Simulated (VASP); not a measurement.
Wanted: the native input for a VASP 6.6.1 run.

```yaml
Task: single point
Functional: PBEsol
Potentials_or_basis: VASP PAW PBE potentials, release 64 (Ni, H)
Cutoff: 520 eV
k_mesh: 9 × 9 × 6
Occupations: gaussian, width 0.1 eV
Spin: collinear spin, ferromagnetic start
Starting_moments: "[0.37, 0.37, 0.0] μB"
Dipole_correction: no
Further_INCAR_settings: ALGO = Normal; EDIFF = 1e-07; NBANDS = 22
```

The structure of Ni2H lies in POSCAR:

```
Ni2H
1.0
    2.5104092588      0.0000000000      0.0000000000
   -1.2552046294      2.1740781920      0.0000000000
    0.0000000000      0.0000000000      4.1640870977
Ni H
2 1
Direct
    0.3333333333      0.6666666667      0.2592701477
    0.6666666667      0.3333333333      0.7407298523
    0.0000000000      0.0000000000      0.0000000000
```

These files were run (other wordings do the same):

INCAR

```
PREC     = Accurate       # precision mode
ENCUT    = 520            # plane-wave cutoff, eV
EDIFF    = 1E-7           # SCF threshold, eV
ISMEAR   = 0              # smearing method
SIGMA    = 0.1            # smearing width, eV
LREAL    = False          # projectors in reciprocal space
LASPH    = True           # aspherical terms in the spheres
NELM     = 150            # most SCF steps
ALGO     = Normal         # electronic algorithm
ISIF     = 2              # what is computed and relaxed
LWAVE    = False          # write WAVECAR
LCHARG   = False          # write CHGCAR
ISPIN    = 2              # spin polarisation
MAGMOM   = 0.37 0.37 0    # initial moments
LORBIT   = 11             # projections on sites
LMAXMIX  = 4              # l up to which the mixer works
GGA      = PS             # functional
NBANDS   = 22             # bands
```

KPOINTS

```
regular mesh
0
Gamma
  9 9 6
```

Potentials or basis: VASP PAW PBE potentials, release 64 (Ni, H).

Command:

```bash
$ cat potpaw_PBE.64/Ni/POTCAR potpaw_PBE.64/H/POTCAR > POTCAR
$ mpirun -np 1 vasp_std > vasp.out
```

Results of the run:

| Quantity | Value |
| --- | --- |
| Pressure | 0.1 GPa |
| Largest force | 0.026 eV/Å |
| Net moment | 0.00 μB per cell |
| Valence electrons inside the program's atomic spheres | Ni 9.44; H 0.54 |

Caveat: the PAW data sets were made with another functional, which shifts forces and pressure a little.

Wall time 96 s on 1 thread of Intel(R) Xeon(R) Platinum 8259CL CPU @ 2.50GHz (Skylake/Cascade Lake), with other jobs on the host, peak memory 0.18 GiB.
